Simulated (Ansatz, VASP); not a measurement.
**TiO2 in VASP and in Ansatz**

The input INCAR:

```
SYSTEM = TiO2
PREC     = Accurate       ! precision mode
ENCUT    = 520            ! plane-wave cutoff, eV
EDIFF    = 1E-6           ! SCF threshold, eV
ISMEAR   = 0              ! smearing method
SIGMA    = 0.05           ! smearing width, eV
LREAL    = .FALSE.        ! projectors in reciprocal space
LASPH    = .TRUE.         ! aspherical terms in the spheres
NELM     = 150            ! most SCF steps
ALGO     = Normal         ! electronic algorithm
ISIF     = 2              ! what is computed and relaxed
LWAVE    = .FALSE.        ! write WAVECAR
LCHARG   = .TRUE.         ! write CHGCAR
LMAXMIX  = 4              ! l up to which the mixer works
LDAU     = .TRUE.         ! DFT+U
LDAUTYPE = 2            
LDAUL    = 2 -1           ! shell
LDAUU    = 4 0            ! U, eV
LDAUJ    = 0 0          
LDAUPRINT= 1            
GGA      = PE             ! functional
LELF     = .TRUE.         ! ELF
LVHAR    = .TRUE.       
NBANDS   = 33             ! bands
```

KPOINTS

```
Automatic mesh
0
G
  6 6 10
  0 0 0
```

File POSCAR:

```
TiO2
1.0
    5.0116130050      0.0000000000      0.0000000000
    0.0000000000      5.0116130050      0.0000000000
    0.0000000000      0.0000000000      2.7658729780
Ti O
2 4
Direct
    0.0000000000      0.0000000000      0.0000000000
    0.5000000000      0.5000000000      0.5000000000
    0.3056475955      0.3056475955      0.0000000000
    0.1943524045      0.8056475955      0.5000000000
    0.6943524045      0.6943524045      0.0000000000
    0.8056475955      0.1943524045      0.5000000000
```

Input for Ansatz:

```yaml
crystal:
  lattice:
    - [5.011613005, 0.0, 0.0]
    - [0.0, 5.011613005, 0.0]
    - [0.0, 0.0, 2.765872978]
  atoms:
    - { symbol: Ti, position: [0.0, 0.0, 0.0] }
    - { symbol: Ti, position: [0.5, 0.5, 0.5] }
    - { symbol: O, position: [0.3056475955, 0.3056475955, 0.0] }
    - { symbol: O, position: [0.1943524045, 0.8056475955, 0.5] }
    - { symbol: O, position: [0.6943524045, 0.6943524045, 0.0] }
    - { symbol: O, position: [0.8056475955, 0.1943524045, 0.5] }
basis:
  ecutwfc: 420
kpoints:
  mp_grid: { grid: [6, 6, 10] }
hamiltonian:
  xc: pbe
  hubbard: { sites: [{ species: Ti, l: d, u_eff: 4.0 }] }
scf:
  occupations: { method: gaussian, width: 0.05 }
output:
  forces: true
  stress: true
  eigenvalues: true
```

Change from the starting cell: strain +0.080 along x and y, -0.080 along z, atoms carried along.

Alike in both runs: task single point; functional PBE; k mesh 6 × 6 × 10; occupations gaussian, width 0.05 eV; no spin polarisation; Hubbard terms Ti d U = 4.0 eV.

|  | VASP | Ansatz |
| --- | --- | --- |
| version | VASP 6.6.1 | Ansatz 0.2.0 |
| potentials or method | VASP PAW PBE potentials, release 64 (Ti_sv, O), cutoff 520 eV | scalar-relativistic, plane waves, PAW |
| valence electrons in the cell | 48 | 48 |

VASP gave:

| Quantity | Value |
| --- | --- |
| gap on the k mesh at the Fermi level (eV) | 2.13 |
| least direct gap on the mesh (eV) | 2.17 |
| pressure (GPa) | -2.0 |
| traceless stress, the component that is largest in VASP (GPa) | 27.44 |
| rms of the force components (eV/Å) | 0.156 |

Question: What did Ansatz give for the same quantities?

Answer: gap on the k mesh at the Fermi level (eV): 2.05; least direct gap on the mesh (eV): 2.11; pressure (GPa): -5.7; traceless stress, the component that is largest in VASP (GPa): 26.28; rms of the force components (eV/Å): 0.309.

The programs project onto different local orbitals, so the same U acts differently, and such runs can settle in different states. Atom by atom the forces differ by 0.153 eV/Å (rms over components).
